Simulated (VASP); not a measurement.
Ca:

```
Ca
1.0
     2.61500    0.00000    0.00000
     0.00000    2.61500    0.00000
     0.00000    0.00000    2.61500
Ca
1
Direct
  0.00000 0.00000 0.00000
```

This isn't the form of Ca at room conditions, which is fcc.

| Quantity | Value |
| --- | --- |
| Program | VASP 6.6.1 |
| Task | relaxation of cell and atoms |
| Functional | r2SCAN |
| Dispersion | rVV10 |
| Potentials or basis | VASP PAW PBE potentials, release 64 (Ca_sv) |
| Cutoff | 600 eV |
| k mesh | 12 × 12 × 12 |
| Occupations | fermi-dirac, width 0.1 eV |
| Spin | no spin polarisation |

At the start: pressure 42.4 GPa; volume 17.88 Å³/atom.

Question: Where does the relaxation end?

Answer: Over 23 steps the energy falls by 1648.2 meV/atom and the volume is 41.85 Å³/atom (+134.0 %); space group Pm-3m (No. 221, to 0.1 Å) before and after.

The path:
| step | energy change (eV) | largest force (eV/Å) | pressure (GPa) | volume (Å³) |
| --- | --- | --- | --- | --- |
| 1 | 0.0000 | 0.0000 | 42.40 | 17.88 |
| 2 | -1.5544 | 0.0000 | 4.07 | 33.14 |
| 3 | -1.6262 | 0.0000 | 1.66 | 37.30 |
| 4 | -1.6321 | 0.0000 | -1.03 | 46.63 |
| 5 | -1.6481 | 0.0000 | -0.12 | 42.37 |
| 6 | -1.6482 | 0.0000 | 0.06 | 41.74 |
| 7 | -1.6482 | 0.0000 | 0.06 | 41.74 |
| 8 | -1.6482 | 0.0000 | 0.07 | 41.74 |
| 9 | -1.6482 | 0.0000 | 0.06 | 41.74 |
| 10 | -1.6482 | 0.0000 | 0.06 | 41.74 |
| 11 | -1.6482 | 0.0000 | 0.06 | 41.74 |
| 12 | -1.6482 | 0.0000 | 0.06 | 41.74 |
| 13 | -1.6482 | 0.0000 | 0.06 | 41.74 |
| 14 | -1.6482 | 0.0000 | 0.06 | 41.74 |
| 15 | -1.6482 | 0.0000 | 0.06 | 41.74 |
| 16 | -1.6482 | 0.0000 | 0.06 | 41.74 |
| 17 | -1.6482 | 0.0000 | 0.07 | 41.74 |
| 18 | -1.6482 | 0.0000 | 0.07 | 41.74 |
| 19 | -1.6482 | 0.0000 | 0.06 | 41.75 |
| 20 | -1.6482 | 0.0000 | 0.06 | 41.75 |
| 21 | -1.6482 | 0.0000 | 0.05 | 41.77 |
| 22 | -1.6482 | 0.0000 | 0.05 | 41.79 |
| 23 | -1.6482 | 0.0000 | 0.03 | 41.85 |

Final structure:
```
CELL_PARAMETERS angstrom
3.47175 0.00000 0.00000
0.00000 3.47175 0.00000
0.00000 0.00000 3.47175
ATOMIC_POSITIONS crystal
Ca 0.00000 0.00000 0.00000
```

Caveat: the volume moved by over 15 % at a fixed basis, so the end points are rough; the PAW data sets were made with another functional, which shifts forces and pressure a little.
